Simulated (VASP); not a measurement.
Wanted: the native input for a VASP 6.6.1 run.

```
Task                   : single point
Functional             : PBEsol
Potentials or basis    : VASP PAW PBE potentials, release 64 (Cd, S)
Cutoff                 : 520 eV
k mesh                 : 6 × 6 × 4
Occupations            : gaussian, width 0.01 eV
Spin                   : non-collinear spin, zero start, spin-orbit coupling
Starting moments       : [[0.0, 0.0, 0.0], [0.0, 0.0, 0.0], [0.0, 0.0, 0.0], [0.0, 0.0, 0.0]] μB
Dipole correction      : no
Further INCAR settings : ALGO = Normal; EDIFF = 1e-07; NBANDS = 50
```

The structure of CdS (Greenockite) lies in POSCAR:

```
CdS
1.0
    3.8860931427      0.0000000000      0.0000000000
   -1.9430465714      3.3654553831      0.0000000000
    0.0000000000      0.0000000000      6.3924684977
Cd S
2 2
Direct
    0.3333333333      0.6666666667      0.0010387997
    0.6666666667      0.3333333333      0.5010387997
    0.3333333333      0.6666666667      0.3739612003
    0.6666666667      0.3333333333      0.8739612003
```

The input as run:

INCAR

```
SYSTEM = CdS
PREC = Accurate
ENCUT = 520
EDIFF = 1E-7
ISMEAR = 0
SIGMA = 0.01
LREAL = .FALSE.
LASPH = .TRUE.
NELM = 150
ALGO = Normal
ISIF = 2
LWAVE = .FALSE.
LCHARG = .FALSE.
LNONCOLLINEAR = .TRUE.
MAGMOM = 0 0 0 0 0 0 0 0 0 0 0 0
LORBIT = 11
LSORBIT = .TRUE.
GGA_COMPAT = .FALSE.
LORBMOM = .TRUE.
GGA = PS
NBANDS = 50
```

KPOINTS

```
Automatic mesh
0
G
  6 6 4
  0 0 0
```

Potentials or basis: VASP PAW PBE potentials, release 64 (Cd, S).

Run with:

```bash
$ cat potpaw_PBE.64/Cd/POTCAR potpaw_PBE.64/S/POTCAR > POTCAR
$ mpirun -np 1 vasp_ncl > vasp.out
```

Results of the run:

```
Pressure                                              : 15.7 GPa
Net moment                                            : 0.00 μB per cell
Valence electrons inside the program's atomic spheres : Cd 10.50; S 3.78
```

Caveat: the PAW data sets were made with another functional, which shifts forces and pressure a little.

It took 2.4 min on 1 thread of Intel(R) Xeon(R) 6975P-C (Granite Rapids), with other jobs on the host, peak memory 0.46 GiB.
